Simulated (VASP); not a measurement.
# C3S7O (P1) in VASP: single point with PBEsol

Aim: the single point of C3S7O with PBEsol.

Everything below comes from runs of VASP 6.6.1. Logs are shortened: lines on timing, memory, paths and dates and some standing lists are left out, and cuts for length are marked.

## (1) The cell of the first run

The typed cell holds 22 atoms: a = 4.420 Å, b = 9.222 Å, c = 12.099 Å, α = 78.25°, β = 82.71°, γ = 92.05°.

## (2) Single point, PBEsol

Input file INCAR:

```
PREC = Accurate
ENCUT = 520
EDIFF = 1E-6
ISMEAR = -1
SIGMA = 0.1034
LREAL = Auto
LASPH = True
NELM = 100
ALGO = Normal
ISIF = 2
LWAVE = False
LCHARG = True
GGA = PS
LELF = True
LVHAR = True
NBANDS = 77
```

Input file KPOINTS:

```
Automatic mesh
0
Gamma
  4 2 1
  0.5 0.5 0
```

Input file POSCAR:

```
C3S7O
1.0
    4.4178404238     -0.1350795842     -0.0026181248
   -0.0477902253      9.2213028322     -0.0638776320
    1.6211623374      2.5545626392     11.7148116748
C S O
6 14 2
Direct
    0.8301345417      0.3589251151      0.2185106132
    0.5885102349      0.6965918711      0.7987164192
    0.6747975070      0.2569885362      0.3169416314
    0.4548161994      0.7857795307      0.7039993241
    0.5287872217      0.5344488635      0.3159380502
    0.9416729155      0.4572074557      0.5736713430
    0.7690974045      0.0878998251      0.3834274549
    0.1348375474      0.8520172828      0.7691588323
    0.9804442298      0.8891924569      0.2680506116
    0.7557815553      0.0912762651      0.5900413454
    1.2949742488      1.0193376673      0.1792804988
    0.4330719473      0.1559896499      0.6863372036
    1.1473876417      0.1103557909      0.0382826701
    0.4593638720      0.9465187010      0.9822249273
    1.1351361990      0.3337608093      0.1263716242
    0.4212067681      0.7333958674      0.9275325686
    0.7949543916      0.5335152245      0.1994347877
    0.8482621250      0.5750345406      0.8012413653
    0.3866454546      0.3580283793      0.3885615422
    0.6235515943      0.8423420312      0.5736176165
    0.4232181467      0.6452054428      0.3448317690
    0.8553365527      0.5694690749      0.5446238395
```

Potentials or basis: VASP PAW PBE potentials, release 64 (C, S, O).

Run with:

```
$ cat potpaw_PBE.64/C/POTCAR potpaw_PBE.64/S/POTCAR potpaw_PBE.64/O/POTCAR > POTCAR
$ mpirun -np 1 vasp_std > vasp.out
```

OUTCAR:

```text
PREC = Accurate
   ENCUT = 520
   EDIFF = 1E-6
   ISMEAR = -1
   LREAL = Auto
   LASPH = True
   NELM = 100
   ISIF = 2
   GGA = PS

 ion  position               nearest neighbor table
   1  0.830  0.359  0.219-   3 1.44  17 1.60  15 1.69
   2  0.589  0.697  0.799-   4 1.47  18 1.63  16 1.74
   3  0.675  0.257  0.317-   1 1.44   7 1.69  19 1.84
   4  0.455  0.786  0.704-   2 1.47  20 1.63   8 1.72
   5  0.529  0.534  0.316-  21 1.23  17 1.72  19 1.74
   6  0.942  0.457  0.574-  22 1.12
   7  0.769  0.088  0.383-   3 1.69  10 2.50   9 2.65
   8  0.135  0.852  0.769-   4 1.72  16 2.52  18 2.74
   9  0.980  0.889  0.268-  11 1.87   7 2.65
  10  0.756  0.091  0.590-  12 1.92  20 2.40   7 2.50
  11  0.295  0.019  0.179-   9 1.87  13 1.94  14 2.63
  12  0.433  0.156  0.686-  10 1.92
  13  0.147  0.110  0.038-  11 1.94  14 2.23  15 2.50
  14  0.459  0.947  0.982-  16 2.21  13 2.23  11 2.63
  15  0.135  0.334  0.126-   1 1.69  13 2.50  17 2.64
  16  0.421  0.733  0.928-   2 1.74  14 2.21   8 2.52
  17  0.795  0.534  0.199-   1 1.60   5 1.72  15 2.64
  18  0.848  0.575  0.801-   2 1.63   8 2.74
  19  0.387  0.358  0.389-   5 1.74   3 1.84
  20  0.624  0.842  0.574-   4 1.63  10 2.40
  21  0.423  0.645  0.345-   5 1.23
  22  0.855  0.569  0.545-   6 1.12

  LATTYP: Found a triclinic cell.
 ALAT       =     4.4199058088
 B/A-ratio  =     2.8380950981
 C/A-ratio  =     2.7926309848
 COS(alpha) =     0.0084694813
 COS(beta)  =     0.2336930356
 COS(gamma) =     0.6784268755

  Lattice vectors:

 A1 = (  -4.4178404238,   0.1350795842,   0.0026181248)
 A2 = (  -8.7878906223,  -8.9511436638,   0.0691138816)
 A3 = (  -2.7966780864,   2.6896422234,  11.7174297996)

Analysis of symmetry for initial positions (statically):
=====================================================================
 Subroutine PRICEL returns:
 Original cell was already a primitive cell.

 Routine SETGRP: Setting up the symmetry group for a
 triclinic supercell.

 Subroutine GETGRP returns: Found  1 space group operations
 (whereof  1 operations were pure point group operations)
 out of a pool of  2 trial point group operations.

The static configuration has the point symmetry C_1 .

Analysis of symmetry for dynamics (positions and initial velocities):
=====================================================================
 Subroutine PRICEL returns:
 Original cell was already a primitive cell.

 Routine SETGRP: Setting up the symmetry group for a
 triclinic supercell.

 Subroutine GETGRP returns: Found  1 space group operations
 (whereof  1 operations were pure point group operations)
 out of a pool of  2 trial point group operations.

The dynamic configuration has the point symmetry C_1 .

 Subroutine INISYM returns: Found  1 space group operations
 (whereof  1 operations are pure point group operations),
 and found     1 'primitive' translations

----------------------------------------------------------------------------------------

                                     Primitive cell

  volume of cell :     477.9396

  direct lattice vectors                    reciprocal lattice vectors
     4.417840424 -0.135079584 -0.002618125     0.226365443  0.000954718 -0.031533927
    -0.047790225  9.221302832 -0.063877632     0.003296952  0.108294886 -0.024071319
     1.621162337  2.554562639 11.714811675     0.000068567  0.000590715  0.085223719

  length of vectors
     4.419905809  9.221647910 12.099205353     0.228553306  0.110986849  0.085225794

  position of ions in fractional coordinates (direct lattice)
     0.830134542  0.358925115  0.218510613
     0.588510235  0.696591871  0.798716419
     0.674797507  0.256988536  0.316941631
     0.454816199  0.785779531  0.703999324
     0.528787222  0.534448864  0.315938050
     0.941672915  0.457207456  0.573671343
[... 14 lines left out ...]
     0.423218147  0.645205443  0.344831769
     0.855336553  0.569469075  0.544623839

  ion indices of the primitive-cell ions
   primitive index   ion index
                 1           1
                 2           2
                 3           3
                 4           4
                 5           5
                 6           6
[... 14 lines left out ...]
                21          21
                22          22

----------------------------------------------------------------------------------------

 KPOINTS: Automatic mesh

Automatic generation of k-mesh.
 Grid dimensions read from file:
 generate k-points for:    4    2    1

 Generating k-lattice:

  Cartesian coordinates                     Fractional coordinates (reciprocal lattice)
     0.056591361  0.000238679 -0.007883482     0.250000000 -0.000000000  0.000000000
     0.001648476  0.054147443 -0.012035659    -0.000000000  0.500000000  0.000000000
     0.000068567  0.000590715  0.085223719     0.000000000  0.000000000  1.000000000

  Length of vectors
     0.057138326  0.055493425  0.085225794

  Shift w.r.t. Gamma in fractional coordinates (k-lattice)
     0.500000000  0.500000000  0.000000000

 Subroutine IBZKPT returns following result:
 ===========================================

 Found      4 irreducible k-points:

 Following reciprocal coordinates:
            Coordinates               Weight
  0.125000  0.250000  0.000000      2.000000
  0.375000  0.250000  0.000000      2.000000
 -0.375000  0.250000  0.000000      2.000000
 -0.125000  0.250000 -0.000000      2.000000
   k-points           NKPTS =      4   k-points in BZ     NKDIM =      4   number of bands    NBANDS=     77
   number of dos      NEDOS =    301   number of ions     NIONS =     22
   total plane-waves  NPLWV = 226800
   dimension x,y,z NGX =    36 NGY =   70 NGZ =   90
   dimension x,y,z NGXF=    72 NGYF=  140 NGZF=  180
   ions per type =               6  14   2
   NGX,Y,Z   is equivalent  to a cutoff of  13.54, 12.62, 12.37 a.u.
   NGXF,Y,Z  is equivalent  to a cutoff of  27.08, 25.24, 24.73 a.u.
 SYSTEM =  unknown system
   PREC   = accura    normal or accurate (medium, high low for compatibility)
   ISTART =      0    job   : 0-new  1-cont  2-samecut
   ICHARG =      2    charge: 1-file 2-atom 10-const
   ISPIN  =      1    spin polarized calculation?
   LNONCOLLINEAR =      F non collinear calculations
   LSORBIT =      F    spin-orbit coupling
   LASPH  =      T    aspherical Exc in radial PAW
   ENCUT  =  520.0 eV  38.22 Ry    6.18 a.u.   8.22 17.15 22.50*2*pi/ulx,y,z
   NELM   =    100;   NELMIN=  2; NELMDL= -5     # of ELM steps
   EDIFF  = 0.1E-05   stopping-criterion for ELM
   LREAL  =      T    real-space projection
   EDIFFG = 0.1E-04   stopping-criterion for IOM
   NSW    =      0    number of steps for IOM
[... 5 lines left out ...]
   TEBEG  =    0.0;   TEEND  =   0.0 temperature during run
   PSTRESS=    0.0 pullay stress
   NELECT =     120.0000    total number of electrons
   NUPDOWN=      -1.0000    fix difference up-down
   EMIN   =  10.00;   EMAX   =-10.00  energy-range for DOS
   EFERMI =   0.00;   METHOD = LEGACY
   ISMEAR =    -1;   SIGMA  =   0.10  broadening in eV -4-tet -1-fermi 0-gaus
   EFERMI_NEDOS =   21; number of points for ismear=-14 and -15
   IALGO  =     38    algorithm
   IMIX   =      4    mixing-type and parameters
     AMIX     =   0.40;   BMIX     =  1.00
     AMIX_MAG =   1.60;   BMIX_MAG =  1.00
  volume/ion in A,a.u.               =      21.72       146.60
  Fermi-wavevector in a.u.,A,eV,Ry     =   1.032787  1.951685 14.512651  1.066650
  Thomas-Fermi vector in A             =   2.167002
   LORBIT       =      0    0 simple, 1 ext, 2 COOP (PROOUT), +10 PAW based schemes
   GGA     = PS    functional components
   LHFCALC =     F    Hartree Fock is set to
   AEXX    =    0.0000 exact exchange contribution
   IVDW    =     0    specifies the selected vdW correction
   LEPSILON=     F    determine dielectric tensor
   LRPA    =     F    only Hartree local field effects (RPA)
 non-spin polarized calculation
  energy-cutoff  :      520.00
  volume of cell :      477.94
 maximum number of plane-waves:     12891
 NGX is ok and might be reduce to    36
   NGX = 17   NGY = 35   NGZ = 45

 number of electron     120.0000003 magnetization

 Free energy of the ion-electron system (eV)
  ---------------------------------------------------
  ext. energy  EPLUGINS =         0.00000000
  ---------------------------------------------------
  free energy    TOTEN  =      -121.56440296 eV

  energy without entropy =     -121.28967877  energy(sigma->0) =     -121.42704087

 E-fermi :   2.0731     XC(G=0):  -8.1904

 val. band max:        2.0550501205   @ k =  -0.3750   0.2500   0.0000
 cond. band min:       2.1448402453   @ k =   0.1250   0.2500   0.0000
 fundamental gap:      0.0897901248
 Fermi energy:         2.0731001869

 k-point     1 :       0.1250    0.2500    0.0000
  band No.  band energies     occupation
      1     -22.2992      2.00000
      2     -19.6719      2.00000
      3     -16.2983      2.00000
      4     -15.9046      2.00000
      5     -15.6548      2.00000
      6     -14.4888      2.00000
[... 64 lines left out ...]
     71       5.1978      0.00000
     72       5.3859      0.00000

 k-point     2 :       0.3750    0.2500    0.0000
  band No.  band energies     occupation
      1     -22.2967      2.00000
      2     -19.6621      2.00000
      3     -16.2171      2.00000
      4     -15.6701      2.00000
      5     -15.5814      2.00000
      6     -14.4009      2.00000
[... 64 lines left out ...]
     71       5.2836      0.00000
     72       5.5975      0.00000

 k-point     3 :      -0.3750    0.2500    0.0000
  band No.  band energies     occupation
      1     -22.2967      2.00000
      2     -19.6621      2.00000
      3     -16.2188      2.00000
      4     -15.6691      2.00000
      5     -15.5794      2.00000
      6     -14.4020      2.00000
[... 64 lines left out ...]
     71       5.2209      0.00000
     72       5.4702      0.00000

 k-point     4 :      -0.1250    0.2500   -0.0000
  band No.  band energies     occupation
      1     -22.2992      2.00000
      2     -19.6719      2.00000
      3     -16.2998      2.00000
      4     -15.9043      2.00000
      5     -15.6525      2.00000
      6     -14.4899      2.00000
[... 64 lines left out ...]
     71       5.1917      0.00000
     72       5.4794      0.00000
 [bands above 72 left out]

------------------------ aborting loop because EDIFF is reached ----------------------------------------

  FORCE on cell =-STRESS in cart. coord.  units (eV):
  Direction    XX          YY          ZZ          XY          YZ          ZX
  --------------------------------------------------------------------------------------
  -------------------------------------------------------------------------------------
  Total        6.7339623     10.3564184     10.9461658     -1.6490548     -3.4298599      0.1293762
  in kB       22.5739864     34.7173982     36.6943841     -5.5280589    -11.4977792      0.4337026
  external PRESSURE =      31.3285896 kB  Pullay stress =       0.0000000 kB

 VOLUME and BASIS-vectors are now :
 -----------------------------------------------------------------------------
  energy-cutoff  :      520.00
  volume of cell :      477.94
      direct lattice vectors                 reciprocal lattice vectors
     4.417840424 -0.135079584 -0.002618125     0.226365443  0.000954718 -0.031533927
    -0.047790225  9.221302832 -0.063877632     0.003296952  0.108294886 -0.024071319
     1.621162337  2.554562639 11.714811675     0.000068567  0.000590715  0.085223719

 POSITION                                       TOTAL-FORCE (eV/Angst)
 -----------------------------------------------------------------------------------
      4.00449      3.75582      2.53471         0.796511     -4.311946      1.855478
      3.86150      8.38436      9.31078        -0.997283      0.235845     -0.449423
      3.48268      3.08827      3.69473        -0.504575      1.770412     -0.475057
      3.11305      8.98289      8.19583        -0.041649      0.173318      2.286443
      2.82274      5.66397      3.66563        -1.158880      1.271082      0.952982
      5.06833      5.55433      6.68878         1.110119     -2.343196      0.873499
[... 14 lines left out ...]
      2.39790      6.77336      3.99732         0.381638     -0.262129     -0.287489
      4.63445      6.52698      6.34155        -1.093893      2.028900     -1.191416
 -----------------------------------------------------------------------------------
    total drift:                                0.008411     -0.008247      0.006355

  FREE ENERGIE OF THE ION-ELECTRON SYSTEM (eV)
  ---------------------------------------------------
  free  energy   TOTEN  =      -121.5644029643 eV

  energy  without entropy=     -121.2896787747  energy(sigma->0) =     -121.42704087
```

Wall time 3 min (1 thread of Intel Xeon Platinum 8375C at 2.90GHz (Ice Lake), shared host); peak memory 0.53 GiB.

Results:

```
Free energy            : -121.5644 eV
Pressure               : 3.1 GPa
Largest force          : 4.761 eV/Å
Band gap on the k mesh : 0.09 eV (least direct gap 0.22 eV)
```

Forces on the atoms (eV/Å):
```
C    0.797 -4.312  1.855
C   -0.997  0.236 -0.449
C   -0.505  1.770 -0.475
C   -0.042  0.173  2.286
C   -1.159  1.271  0.953
C    1.110 -2.343  0.873
S   -0.049  0.585 -0.676
S    0.492  0.800 -1.312
S   -1.097 -0.841  1.088
S   -0.057 -0.042  0.196
S    1.677  0.077  1.203
S   -0.005 -0.739 -0.105
S   -0.719  0.742 -2.241
S    0.185 -0.342 -0.763
S    0.463 -0.867 -0.419
S    0.297 -0.578  1.087
S   -0.616  3.918 -1.182
S    0.114 -0.107  0.395
S    0.836 -1.641 -0.095
S   -0.013  0.473 -0.740
O    0.382 -0.262 -0.287
O   -1.094  2.029 -1.191
```

Levels at points of the mesh, in eV from the valence-band top:
```csv
k point,band 56,band 57,band 58,band 59,band 60,band 61,band 62,band 63,band 64,band 65
"(0.12, 0.25, 0.00)",-1.32,-1.21,-0.83,-0.60,-0.17,0.09,0.28,0.73,0.96,1.49
```

Caveat: the k points lie up to 0.54 Å⁻¹ apart; the atoms stand as in a frame of molecular dynamics; the PAW data sets were made with another functional, which shifts forces and pressure a little; a shifted mesh leaves out Γ, where band edges can lie.
